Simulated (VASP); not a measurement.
# ReOs3C (Pm-3m) in VASP: notebook, part 2 of 3

VASP 6.6.1. Earlier steps stand in the parts before.

## 3. Relaxation of cell and atoms, PBE

This run uses another cell than the first one, of 11.73 Å³/atom, 0.892 times its volume.

Input file INCAR:

```
PREC = Accurate
ENCUT = 600
EDIFF = 1E-6
ISMEAR = 0
SIGMA = 0.1
LREAL = F
LASPH = T
NELM = 80
ALGO = Normal
ISIF = 3
LWAVE = F
LCHARG = F
GGA = PE
IBRION = 2
NSW = 90
EDIFFG = -0.04
```

Input file KPOINTS:

```
regular mesh
0
Gamma
  4 4 4
```

Input file POSCAR:

```
ReOs3C
1.0
    3.8851311499      0.0000000000      0.0000000000
    0.0000000000      3.8851311499      0.0000000000
    0.0000000000      0.0000000000      3.8851311499
Re Os C
1 3 1
Direct
    0.0000000000      0.0000000000      0.0000000000
    0.0000000000      0.5000000000      0.5000000000
    0.5000000000      0.0000000000      0.5000000000
    0.5000000000      0.5000000000      0.0000000000
    0.5000000000      0.5000000000      0.5000000000
```

Potentials or basis: VASP PAW PBE potentials, release 64 (Re, Os, C).

Run with:

```bash
$ cat potpaw_PBE.64/Re/POTCAR potpaw_PBE.64/Os/POTCAR potpaw_PBE.64/C/POTCAR > POTCAR
$ mpirun -np 1 vasp_std > vasp.out
```

OUTCAR:

```text
PREC = Accurate
   ENCUT = 600
   EDIFF = 1E-6
   ISMEAR = 0
   LREAL = F
   LASPH = T
   NELM = 80
   ISIF = 3
   GGA = PE
   IBRION = 2
   NSW = 90
   EDIFFG = -0.04

 ion  position               nearest neighbor table
   1  0.000  0.000  0.000-   2 2.75   3 2.75   4 2.75   2 2.75   3 2.75   2 2.75   4 2.75   2 2.75
                             3 2.75   4 2.75   3 2.75   4 2.75
   2  0.000  0.500  0.500-   5 1.94   5 1.94   4 2.75   1 2.75   1 2.75   4 2.75   1 2.75   3 2.75
                             1 2.75   3 2.75   4 2.75   3 2.75   4 2.75   3 2.75
   3  0.500  0.000  0.500-   5 1.94   5 1.94   4 2.75   1 2.75   1 2.75   4 2.75   2 2.75   4 2.75
                             2 2.75   4 2.75   1 2.75   2 2.75   1 2.75   2 2.75
   4  0.500  0.500  0.000-   5 1.94   5 1.94   3 2.75   1 2.75   2 2.75   3 2.75   2 2.75   1 2.75
                             3 2.75   3 2.75   1 2.75   2 2.75   2 2.75   1 2.75
   5  0.500  0.500  0.500-   2 1.94   3 1.94   4 1.94   4 1.94   3 1.94   2 1.94

  LATTYP: Found a simple cubic cell.
 ALAT       =     3.8851311499

  Lattice vectors:

 A1 = (   3.8851311499,   0.0000000000,   0.0000000000)
 A2 = (   0.0000000000,   3.8851311499,   0.0000000000)
 A3 = (   0.0000000000,   0.0000000000,   3.8851311499)

Analysis of symmetry for initial positions (statically):
=====================================================================
 Subroutine PRICEL returns:
 Original cell was already a primitive cell.
[... 136 lines left out ...]
  Thomas-Fermi vector in A             =   2.503417
   LORBIT       =      0    0 simple, 1 ext, 2 COOP (PROOUT), +10 PAW based schemes
   GGA     = PE    functional components
   LHFCALC =     F    Hartree Fock is set to
   AEXX    =    0.0000 exact exchange contribution
   IVDW    =     0    specifies the selected vdW correction
   LEPSILON=     F    determine dielectric tensor
   LRPA    =     F    only Hartree local field effects (RPA)
 conjugate gradient relaxation of ions
 non-spin polarized calculation
 Gauss-broadening in eV      SIGMA  =   0.10
  energy-cutoff  :      600.00
  volume of cell :       58.64
 maximum number of plane-waves:      1972
 NGX is ok and might be reduce to    32
   NGX = 15   NGY = 15   NGZ = 15

--------------------------------------- Ionic step        1  -------------------------------------------

 number of electron      34.9999995 magnetization

 Free energy of the ion-electron system (eV)
  ---------------------------------------------------
  ext. energy  EPLUGINS =         0.00000000
  ---------------------------------------------------
  free energy    TOTEN  =       -50.91237344 eV

  energy without entropy =      -50.89267293  energy(sigma->0) =      -50.90252319

 E-fermi :  10.8244     XC(G=0): -14.2216

 val. band max:       10.8029219380   @ k =   0.2500   0.2500   0.0000
 cond. band min:      10.8747773493   @ k =   0.5000   0.5000   0.2500
 fundamental gap:      0.0718554113
 Fermi energy:        10.8244158688
[... 640 lines left out ...]
--------------------------------------- Ionic step        5  -------------------------------------------

 number of electron      34.9999995 magnetization

 Free energy of the ion-electron system (eV)
  ---------------------------------------------------
  ext. energy  EPLUGINS =         0.00000000
  ---------------------------------------------------
  free energy    TOTEN  =       -52.08982275 eV

  energy without entropy =      -52.06924619  energy(sigma->0) =      -52.07953447

 E-fermi :   8.9866     XC(G=0): -13.5475

 val. band max:        8.9730557728   @ k =   0.2500   0.2500   0.0000
 cond. band min:       9.0119780731   @ k =   0.5000   0.5000   0.2500
 fundamental gap:      0.0389223003
 Fermi energy:         8.9866409390
[... 270 lines left out ...]
  FREE ENERGIE OF THE ION-ELECTRON SYSTEM (eV)
  ---------------------------------------------------
  free  energy   TOTEN  =       -52.0898227468 eV

  energy  without entropy=      -52.0692461928  energy(sigma->0) =      -52.07953447

 reached required accuracy - stopping structural energy minimisation
```

OSZICAR:

```text
N       E                     dE             d eps       ncg     rms          rms(c)
DAV:   1     0.285075046771E+03    0.28508E+03   -0.18492E+04   645   0.199E+03
DAV:   2    -0.232371591651E+02   -0.30831E+03   -0.29794E+03   645   0.592E+02
DAV:   3    -0.535090659838E+02   -0.30272E+02   -0.29260E+02   746   0.141E+02
[... 77 lines left out ...]
DAV:   4    -0.520898111065E+02    0.42660E-03   -0.13833E-03   792   0.425E-01    0.508E-02
DAV:   5    -0.520898198804E+02   -0.87739E-05   -0.74120E-05   716   0.742E-02    0.237E-02
DAV:   6    -0.520898216978E+02   -0.18174E-05   -0.24364E-06   335   0.268E-02    0.133E-02
DAV:   7    -0.520898229865E+02   -0.12887E-05   -0.30078E-06   367   0.166E-02    0.220E-03
DAV:   8    -0.520898227468E+02    0.23971E-06   -0.54022E-07   285   0.227E-02
   5 F= -.52089823E+02 E0= -.52079534E+02  d E =-.117745E+01
```

Wall time 51 s (1 thread of Intel Xeon 6975P-C (Granite Rapids), shared host); peak memory 0.19 GiB.

Results:

```
Free energy                            : -52.0898 eV
Relaxed volume                         : 13.21 Å³/atom
Relaxed cell                           : a = 4.042 Å, b = 4.042 Å, c = 4.042 Å, α = 90.00°, β = 90.00°, γ = 90.00°
Space group after relaxing (to 0.05 Å) : Pm-3m (No. 221)
Energy gained by relaxing              : 235.5 meV/atom
Ionic steps                            : 5
Pressure after relaxing                : 0.0 GPa
```

Step by step:
| step | energy change (eV) | largest force (eV/Å) | pressure (GPa) | volume (Å³) |
| --- | --- | --- | --- | --- |
| 1 | 0.0000 | 0.0000 | 57.00 | 58.64 |
| 2 | 8.0455 | 0.0000 | -53.43 | 101.67 |
| 3 | -1.1334 | 0.0000 | -8.35 | 67.70 |
| 4 | -1.1761 | 0.0000 | -1.49 | 66.34 |
| 5 | -1.1774 | 0.0000 | 0.01 | 66.06 |

Final structure:
```
CELL_PARAMETERS angstrom
4.04244 0.00000 0.00000
0.00000 4.04244 0.00000
0.00000 0.00000 4.04244
ATOMIC_POSITIONS crystal
Re 0.00000 0.00000 0.00000
Os 0.00000 0.50000 0.50000
Os 0.50000 0.00000 0.50000
Os 0.50000 0.50000 0.00000
C 0.50000 0.50000 0.50000
```

Levels at points of the mesh, in eV from the Fermi level:
| k point | band 14 | band 15 | band 16 | band 17 | band 18 | band 19 | band 20 | band 21 |
| --- | --- | --- | --- | --- | --- | --- | --- | --- |
| (0.00, 0.00, 0.00) | -1.53 | -1.53 | 1.12 | 1.23 | 1.23 | 1.23 | 1.36 | 1.36 |
| (0.50, 0.00, 0.00) | -1.64 | -1.63 | -1.37 | -1.37 | -0.93 | -0.88 | 0.85 | 0.86 |
| (0.50, 0.50, 0.00) | -3.27 | -1.90 | -1.42 | -0.88 | -0.71 | -0.42 | -0.42 | 1.97 |
| (0.50, 0.50, 0.50) | -0.98 | -0.98 | -0.98 | 0.85 | 0.85 | 0.85 | 0.87 | 0.87 |

Caveat: the k points lie up to 0.39 Å⁻¹ apart in the final cell; spin-orbit coupling is left out, which moves the levels of the heavy elements.

## 4. Single point, PBE

Input file INCAR:

```
PREC     = Accurate       # precision mode
ENCUT    = 520            # plane-wave cutoff, eV
EDIFF    = 1E-7           # SCF threshold, eV
ISMEAR   = 0              # smearing method
SIGMA    = 0.1            # smearing width, eV
LREAL    = F              # projectors in reciprocal space
LASPH    = T              # aspherical terms in the spheres
NELM     = 60             # most SCF steps
ALGO     = Normal         # electronic algorithm
ISIF     = 2              # what is computed and relaxed
LWAVE    = F              # write WAVECAR
LCHARG   = F              # write CHGCAR
GGA      = PE             # functional
NBANDS   = 26             # bands
```

Input file KPOINTS:

```
regular mesh
0
Gamma
  10 10 10
```

POSCAR: that of step 3 with these lines changed.

```diff
@@ -2,5 +2,5 @@
 1.0
-    3.8851311499      0.0000000000      0.0000000000
-    0.0000000000      3.8851311499      0.0000000000
-    0.0000000000      0.0000000000      3.8851311499
+    4.0365950976      0.0000000000      0.0000000000
+    0.0000000000      4.0365950976      0.0000000000
+    0.0000000000      0.0000000000      4.0365950976
 Re Os C
```

Potentials or basis: VASP PAW PBE potentials, release 64 (Re, Os, C).

Run with:

```bash
$ cat potpaw_PBE.64/Re/POTCAR potpaw_PBE.64/Os/POTCAR potpaw_PBE.64/C/POTCAR > POTCAR
$ mpirun -np 1 vasp_std > vasp.out
```

OUTCAR:

```text
PREC = Accurate
   ENCUT = 520
   EDIFF = 1E-7
   ISMEAR = 0
   LREAL = F
   LASPH = T
   NELM = 60
   ISIF = 2
   GGA = PE

 ion  position               nearest neighbor table
   1  0.000  0.000  0.000-   2 2.85   3 2.85   4 2.85   2 2.85   3 2.85   2 2.85   4 2.85   2 2.85
                             3 2.85   4 2.85   3 2.85   4 2.85
   2  0.000  0.500  0.500-   5 2.02   5 2.02   4 2.85   1 2.85   1 2.85   4 2.85   1 2.85   3 2.85
                             1 2.85   3 2.85   4 2.85   3 2.85   4 2.85   3 2.85
   3  0.500  0.000  0.500-   5 2.02   5 2.02   4 2.85   1 2.85   1 2.85   4 2.85   2 2.85   4 2.85
                             2 2.85   4 2.85   1 2.85   2 2.85   1 2.85   2 2.85
   4  0.500  0.500  0.000-   5 2.02   5 2.02   3 2.85   1 2.85   2 2.85   3 2.85   2 2.85   1 2.85
                             3 2.85   3 2.85   1 2.85   2 2.85   2 2.85   1 2.85
   5  0.500  0.500  0.500-   2 2.02   3 2.02   4 2.02   4 2.02   3 2.02   2 2.02

  LATTYP: Found a simple cubic cell.
 ALAT       =     4.0365950976

  Lattice vectors:

 A1 = (   4.0365950976,   0.0000000000,   0.0000000000)
 A2 = (   0.0000000000,   4.0365950976,   0.0000000000)
 A3 = (   0.0000000000,   0.0000000000,   4.0365950976)

Analysis of symmetry for initial positions (statically):
=====================================================================
 Subroutine PRICEL returns:
 Original cell was already a primitive cell.

 Routine SETGRP: Setting up the symmetry group for a
 simple cubic supercell.

 Subroutine GETGRP returns: Found 48 space group operations
 (whereof 48 operations were pure point group operations)
 out of a pool of 48 trial point group operations.

The static configuration has the point symmetry O_h .

Analysis of symmetry for dynamics (positions and initial velocities):
=====================================================================
 Subroutine PRICEL returns:
 Original cell was already a primitive cell.

 Routine SETGRP: Setting up the symmetry group for a
 simple cubic supercell.

 Subroutine GETGRP returns: Found 48 space group operations
 (whereof 48 operations were pure point group operations)
 out of a pool of 48 trial point group operations.

The dynamic configuration has the point symmetry O_h .

 Subroutine INISYM returns: Found 48 space group operations
 (whereof 48 operations are pure point group operations),
 and found     1 'primitive' translations

----------------------------------------------------------------------------------------

                                     Primitive cell

  volume of cell :      65.7727

  direct lattice vectors                    reciprocal lattice vectors
     4.036595098  0.000000000  0.000000000     0.247733542  0.000000000  0.000000000
     0.000000000  4.036595098  0.000000000     0.000000000  0.247733542  0.000000000
     0.000000000  0.000000000  4.036595098     0.000000000  0.000000000  0.247733542

  length of vectors
     4.036595098  4.036595098  4.036595098     0.247733542  0.247733542  0.247733542

  position of ions in fractional coordinates (direct lattice)
     0.000000000  0.000000000  0.000000000
     0.000000000  0.500000000  0.500000000
     0.500000000  0.000000000  0.500000000
     0.500000000  0.500000000  0.000000000
     0.500000000  0.500000000  0.500000000

  ion indices of the primitive-cell ions
[... 27 lines left out ...]

 Subroutine IBZKPT returns following result:
 ===========================================

 Found     56 irreducible k-points:

 Following reciprocal coordinates:
            Coordinates               Weight
  0.000000  0.000000  0.000000      1.000000
  0.100000  0.000000  0.000000      6.000000
  0.200000  0.000000  0.000000      6.000000
  0.300000  0.000000  0.000000      6.000000
  0.400000  0.000000  0.000000      6.000000
  0.500000  0.000000  0.000000      3.000000
[... 16 lines left out ...]
  0.200000  0.100000  0.100000     24.000000
  0.300000  0.100000  0.100000     24.000000
 [... further k-points ...]
   k-points           NKPTS =     56   k-points in BZ     NKDIM =     56   number of bands    NBANDS=     26
   number of dos      NEDOS =    301   number of ions     NIONS =      5
   total plane-waves  NPLWV =  27000
   dimension x,y,z NGX =    30 NGY =   30 NGZ =   30
   dimension x,y,z NGXF=    60 NGYF=   60 NGZF=   60
   ions per type =               1   3   1
   NGX,Y,Z   is equivalent  to a cutoff of  12.36, 12.36, 12.36 a.u.
   NGXF,Y,Z  is equivalent  to a cutoff of  24.71, 24.71, 24.71 a.u.
 SYSTEM =  unknown system
   PREC   = accura    normal or accurate (medium, high low for compatibility)
   ISTART =      0    job   : 0-new  1-cont  2-samecut
   ICHARG =      2    charge: 1-file 2-atom 10-const
   ISPIN  =      1    spin polarized calculation?
   LNONCOLLINEAR =      F non collinear calculations
   LSORBIT =      F    spin-orbit coupling
   LASPH  =      T    aspherical Exc in radial PAW
   ENCUT  =  520.0 eV  38.22 Ry    6.18 a.u.   7.51  7.51  7.51*2*pi/ulx,y,z
   NELM   =     60;   NELMIN=  2; NELMDL= -5     # of ELM steps
   EDIFF  = 0.1E-06   stopping-criterion for ELM
   LREAL  =      F    real-space projection
   EDIFFG = 0.1E-05   stopping-criterion for IOM
   NSW    =      0    number of steps for IOM
   IBRION =     -1    ionic relax: 0-MD 1-quasi-New 2-CG
   NFREE  =      0    steps in history (QN), initial steepest desc. (CG)
   ISIF   =      2    stress and relaxation
   ISYM   =      2    0-nonsym 1-usesym 2-fastsym
   POTIM  = 0.5000    time-step for ionic-motion
   TEBEG  =    0.0;   TEEND  =   0.0 temperature during run
   PSTRESS=    0.0 pullay stress
   NELECT =      35.0000    total number of electrons
   NUPDOWN=      -1.0000    fix difference up-down
   EMIN   =  10.00;   EMAX   =-10.00  energy-range for DOS
   EFERMI =   0.00;   METHOD = LEGACY
   ISMEAR =     0;   SIGMA  =   0.10  broadening in eV -4-tet -1-fermi 0-gaus
   EFERMI_NEDOS =   21; number of points for ismear=-14 and -15
   IALGO  =     38    algorithm
   IMIX   =      4    mixing-type and parameters
     AMIX     =   0.40;   BMIX     =  1.00
     AMIX_MAG =   1.60;   BMIX_MAG =  1.00
  volume/ion in A,a.u.               =      13.15        88.77
  Fermi-wavevector in a.u.,A,eV,Ry     =   1.326627  2.506962 23.945444  1.759940
  Thomas-Fermi vector in A             =   2.456000
   LORBIT       =      0    0 simple, 1 ext, 2 COOP (PROOUT), +10 PAW based schemes
   GGA     = PE    functional components
   LHFCALC =     F    Hartree Fock is set to
   AEXX    =    0.0000 exact exchange contribution
   IVDW    =     0    specifies the selected vdW correction
   LEPSILON=     F    determine dielectric tensor
   LRPA    =     F    only Hartree local field effects (RPA)
 non-spin polarized calculation
 Gauss-broadening in eV      SIGMA  =   0.10
  energy-cutoff  :      520.00
  volume of cell :       65.77
 maximum number of plane-waves:      1800
   NGX = 15   NGY = 15   NGZ = 15

 number of electron      34.9999994 magnetization

 Free energy of the ion-electron system (eV)
  ---------------------------------------------------
  ext. energy  EPLUGINS =         0.00000000
  ---------------------------------------------------
  free energy    TOTEN  =       -52.07667957 eV

  energy without entropy =      -52.04990304  energy(sigma->0) =      -52.06329130

 E-fermi :   8.9364     XC(G=0): -13.5731

 val. band max:        8.9359955430   @ k =   0.4000   0.2000   0.2000
 cond. band min:       8.9531544357   @ k =   0.5000   0.5000   0.1000
 fundamental gap:      0.0171588927
 Fermi energy:         8.9364129773

 k-point     1 :       0.0000    0.0000    0.0000
  band No.  band energies     occupation
      1      -7.3953      2.00000
      2      -0.1342      2.00000
      3       2.2804      2.00000
      4       2.2804      2.00000
      5       2.3235      2.00000
      6       2.3235      2.00000
[... 685 lines left out ...]
     25      13.7763      0.00000
     26      15.4513      0.00000

 [... further k-points ...]
[... 5 lines left out ...]
  --------------------------------------------------------------------------------------
  -------------------------------------------------------------------------------------
  Total        0.6317609      0.6317609      0.6317609     -0.0000000      0.0000000      0.0000000
  in kB       15.3892618     15.3892618     15.3892618     -0.0000000      0.0000000      0.0000000
  external PRESSURE =      15.3892618 kB  Pullay stress =       0.0000000 kB

 VOLUME and BASIS-vectors are now :
 -----------------------------------------------------------------------------
  energy-cutoff  :      520.00
  volume of cell :       65.77
      direct lattice vectors                 reciprocal lattice vectors
     4.036595098  0.000000000  0.000000000     0.247733542  0.000000000  0.000000000
     0.000000000  4.036595098  0.000000000     0.000000000  0.247733542  0.000000000
     0.000000000  0.000000000  4.036595098     0.000000000  0.000000000  0.247733542

 POSITION                                       TOTAL-FORCE (eV/Angst)
 -----------------------------------------------------------------------------------
      0.00000      0.00000      0.00000         0.000000      0.000000      0.000000
      0.00000      2.01830      2.01830         0.000000      0.000000      0.000000
      2.01830      0.00000      2.01830         0.000000      0.000000      0.000000
      2.01830      2.01830      0.00000         0.000000      0.000000      0.000000
      2.01830      2.01830      2.01830         0.000000      0.000000      0.000000
 -----------------------------------------------------------------------------------
    total drift:                                0.000000      0.000000     -0.000000

  FREE ENERGIE OF THE ION-ELECTRON SYSTEM (eV)
  ---------------------------------------------------
  free  energy   TOTEN  =       -52.0766795655 eV

  energy  without entropy=      -52.0499030430  energy(sigma->0) =      -52.06329130
```

Wall time 49 s (1 thread of Intel Xeon 6975P-C (Granite Rapids), shared host); peak memory 0.23 GiB.

What came out:

```
Free energy : -52.0767 eV
Pressure    : 1.5 GPa
```

Caveat: spin-orbit coupling is left out, which moves the levels of the heavy elements.

(Part 2 of 3 ends here.)
